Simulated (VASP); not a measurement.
Input of a VASP 6.6.1 run:

The input INCAR:

```
PREC = Accurate ; ENCUT = 520
EDIFF = 1E-6 ; ISMEAR = 0
SIGMA = 0.15 ; LREAL = F
LASPH = T ; NELM = 60
ALGO = Fast ; ISIF = 2
LWAVE = F ; LCHARG = T
LELF = T ; LVHAR = T
NBANDS = 11
```

File KPOINTS:

```
Automatic mesh
0
Gamma
  22 22 22
```

POSCAR

```
Pt
1.0
   -1.6079833000      1.6079833000      1.6317466000
    1.6079833000     -1.6079833000      1.6317466000
    1.6079833000      1.6079833000     -1.6317466000
Pt
1
Direct
    0.0000000000      0.0000000000      0.0000000000
```

Potentials or basis: VASP PAW LDA potentials, release 64 (Pt).

Run with:

```bash
$ cat potpaw_LDA.64/Pt/POTCAR > POTCAR
$ mpirun -np 1 vasp_std > vasp.out
```

Problem. Estimate the band gap on the k mesh.

Solution. Zero (bands 5 and 6 overlap by 1.89 eV).

Problem. Estimate the pressure.

Solution. -25.6 GPa.

Stress tensor (GPa, compression positive):
```
-26.03   0.00   0.00
  0.00 -26.03   0.00
  0.00   0.00 -24.88
```

Caveat: the cell differs from its parent crystal (strain +0.015 along x and y, +0.030 along z); the cell stands under tension; spin-orbit coupling is left out, which moves the levels of the heavy elements.
